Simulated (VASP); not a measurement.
The system is Hf.

```
Hf
1.0
     0.00000    2.94089    2.94089
     2.94089    0.00000    2.94089
     2.94089    2.94089    0.00000
Hf
2
Direct
  0.50000 0.50000 0.50000
  0.75000 0.75000 0.75000
```

| Quantity | Value |
| --- | --- |
| Program | VASP 6.6.1 |
| Task | relaxation of cell and atoms |
| Functional | PBE |
| Potentials or basis | VASP PAW PBE potentials, release 64 (Hf_pv) |
| Cutoff | 500 eV |
| k mesh | 6 × 6 × 6 |
| Occupations | gaussian, width 0.1 eV |
| Spin | no spin polarisation |

At the start: pressure 13.1 GPa; volume 25.44 Å³/atom.

Question: How do energy, volume and symmetry change on relaxing?

Answer: Over 3 steps the energy falls by 305.0 meV/atom and the volume is 35.39 Å³/atom (+39.1 %); space group Fd-3m (No. 227, to 0.05 Å).

The path:
```
step  energy change (eV)  largest force (eV/Å)  pressure (GPa)  volume (Å³)
   1              0.0000                0.0000           13.11        50.87
   2             -0.5979                0.0000            1.35        67.78
   3             -0.6101                0.0000           -0.07        70.78
```

Final structure:
```
Hf
1.0
     0.00000    3.28325    3.28325
     3.28325    0.00000    3.28325
     3.28325    3.28325    0.00000
Hf
2
Direct
  0.50000 0.50000 0.50000
  0.75000 0.75000 0.75000
```

Caveat: the volume moved by over 15 % at a fixed basis, so the end points are rough.
